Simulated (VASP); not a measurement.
# MgC2: relaxation of cell and atoms with LDA

The system is MgC2.

```
Mg C
1.0
     3.95078    0.00000    0.00000
     0.00000    3.95078    0.00000
     0.00000    0.00000    4.98709
Mg C
2 4
Direct
  0.00000 0.00000 0.50000
  0.50000 0.50000 0.00000
  0.38766 0.61235 0.50000
  0.11235 0.11235 0.00000
  0.61235 0.38766 0.50000
  0.88765 0.88765 0.00000
```

```json
{
  "Program": "VASP 6.6.1",
  "Task": "relaxation of cell and atoms",
  "Functional": "LDA",
  "Potentials or basis": "VASP PAW LDA potentials, release 64 (Mg, C)",
  "Cutoff": "600 eV",
  "k mesh": "5 × 5 × 5",
  "Occupations": "fermi-dirac, width 0.05 eV",
  "Spin": "no spin polarisation",
  "Target pressure": "20 GPa",
  "Dipole correction": "no",
  "Further INCAR settings": "ALGO = Normal; EDIFF = 1e-06; IBRION = 2; EDIFFG = -0.01; NSW = 60; ISIF = 3"
}
```

```yaml
Relaxed_volume: 10.28 Å³/atom
Relaxed_cell: a = 3.718 Å, b = 3.718 Å, c = 4.461 Å, α = 90.00°, β = 90.00°, γ = 90.00°
Space_group_after_relaxing_to_0.05_Å: P4_2/mnm (No. 136)
Energy_change_on_relaxing_the_enthalpy_is_what_falls: +81.5 meV/atom
Ionic_steps: 14
Pressure_after_relaxing: 20.0 GPa
Band_gap_on_the_k_mesh: 1.54 eV, indirect (least direct gap 1.86 eV)
```

Forces on the atoms (eV/Å):
```
Mg   0.000  0.000  0.000
Mg   0.000  0.000  0.000
C    0.001 -0.001  0.000
C   -0.001 -0.001  0.000
C   -0.001  0.001  0.000
C    0.001  0.001  0.000
```

Stress tensor (GPa, compression positive):
```
19.98  0.00  0.00
 0.00 19.98  0.00
 0.00  0.00 20.14
```

The path:
| step | energy change (eV) | largest force (eV/Å) | pressure (GPa) | volume (Å³) |
| --- | --- | --- | --- | --- |
| 1 | 0.0000 | 0.3784 | -6.00 | 77.84 |
| 2 | 3.5219 | 17.7884 | 67.56 | 56.45 |
| 3 | 0.2907 | 5.4230 | 15.46 | 67.88 |
| 4 | 0.7546 | 1.8926 | 22.46 | 60.50 |
| 5 | 0.4682 | 0.1423 | 19.76 | 62.33 |
| 6 | 0.4816 | 0.2465 | 19.90 | 62.22 |
| 7 | 0.4896 | 0.1681 | 20.25 | 62.01 |
| 8 | 0.5359 | 0.0640 | 21.51 | 61.36 |
| 9 | 0.7459 | 0.5207 | 25.03 | 60.01 |
| 10 | 0.5695 | 0.1777 | 22.21 | 61.05 |
| 11 | 0.5182 | 0.7053 | 19.52 | 61.47 |
| 12 | 0.5427 | 0.2437 | 20.93 | 61.25 |
| 13 | 0.4911 | 0.0126 | 20.08 | 61.64 |
| 14 | 0.4890 | 0.0020 | 20.03 | 61.66 |

Final structure:
```yaml
crystal:
  lattice:
    - [3.71756, 0.00000, 0.00000]
    - [0.00000, 3.71756, 0.00000]
    - [0.00000, 0.00000, 4.46124]
  atoms:
    - { symbol: Mg, position: [0.00000, 0.00000, 0.50000] }
    - { symbol: Mg, position: [0.50000, 0.50000, 0.00000] }
    - { symbol: C, position: [0.38296, 0.61704, 0.50000] }
    - { symbol: C, position: [0.11704, 0.11704, 0.00000] }
    - { symbol: C, position: [0.61704, 0.38296, 0.50000] }
    - { symbol: C, position: [0.88296, 0.88296, 0.00000] }
```

Levels at points of the mesh, in eV from the valence-band top:
| k point | band 7 | band 8 | band 9 | band 10 | band 11 | band 12 | band 13 | band 14 |
| --- | --- | --- | --- | --- | --- | --- | --- | --- |
| (0.00, 0.00, 0.00) | -1.47 | -0.60 | -0.32 | -0.32 | 1.54 | 5.27 | 5.27 | 5.29 |

Run time: 52 s on 1 thread of Intel(R) Xeon(R) 6975P-C (Granite Rapids), on a shared host, peak memory 0.18 GiB.

Caveat: the cell is relaxed towards a set pressure, so the enthalpy falls and the energy may rise; the volume moved by over 15 % at a fixed basis, so the end points are rough. A k mesh can miss the band edges.
